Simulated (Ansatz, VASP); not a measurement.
**One calculation of Be, two programs**

Contents of INCAR:

```
  PREC = Accurate
  ENCUT = 600
  EDIFF = 1E-6
  ISMEAR = -1
  SIGMA = 0.05
  LREAL = F
  LASPH = T
  NELM = 120
  ALGO = Normal
  ISIF = 2
  LWAVE = F
  LCHARG = F
  GGA = PS
  NBANDS = 7
  GGA_COMPAT = F
```

Contents of KPOINTS:

```
regular mesh
0
Gamma
  15 15 15
```

POSCAR

```
Be
1.0
    2.1729507032      0.0000000000      0.0000000000
    0.0000000000      2.1729507032      0.0000000000
    0.0000000000      0.0000000000      2.1729507032
Be
1
Direct
    0.0000000000      0.0000000000      0.0000000000
```

Input for Ansatz:

```yaml
crystal:
  lattice:
    - [2.1729507032, 0.0, 0.0]
    - [0.0, 2.1729507032, 0.0]
    - [0.0, 0.0, 2.1729507032]
  atoms:
    - { symbol: Be, position: [0.0, 0.0, 0.0] }
kpoints:
  mp_grid: { grid: [15, 15, 15] }
  band_path:
    path:
      - [0.0, 0.0, 0.0]
      - [0.0, 0.5, 0.0]
      - [0.5, 0.5, 0.0]
      - [0.0, 0.0, 0.0]
      - [0.5, 0.5, 0.5]
      - [0.0, 0.5, 0.0]
      - [0.5, 0.5, 0.5]
      - [0.5, 0.5, 0.0]
    npoints: 5
scf:
  occupations: { method: fermi_dirac, width: 0.05 }
hamiltonian:
  xc: pbesol
  pseudopotentials: { kind: all_electron, lapw: { basis_error: 0.0005 } }
output:
  forces: true
  stress: true
  eigenvalues: true
```

Alike in both runs: task single point; functional PBEsol; k mesh 15 × 15 × 15; occupations fermi-dirac, width 0.05 eV; no spin polarisation.

|  | VASP | Ansatz |
| --- | --- | --- |
| version | VASP 6.6.1 | Ansatz 0.2.0 |
| potentials or method | VASP PAW PBE potentials, release 64 (Be), cutoff 600 eV | all-electron LAPW, scalar-relativistic |

Ansatz gave:

```
pressure (GPa) : -0.8
```

**Question.** What did VASP give for the same quantities?

**Answer.** Pressure (GPa): -0.6.

VASP's potentials were made for PBE, not for PBEsol. Ansatz ran all-electron here, and VASP with PAW potentials.
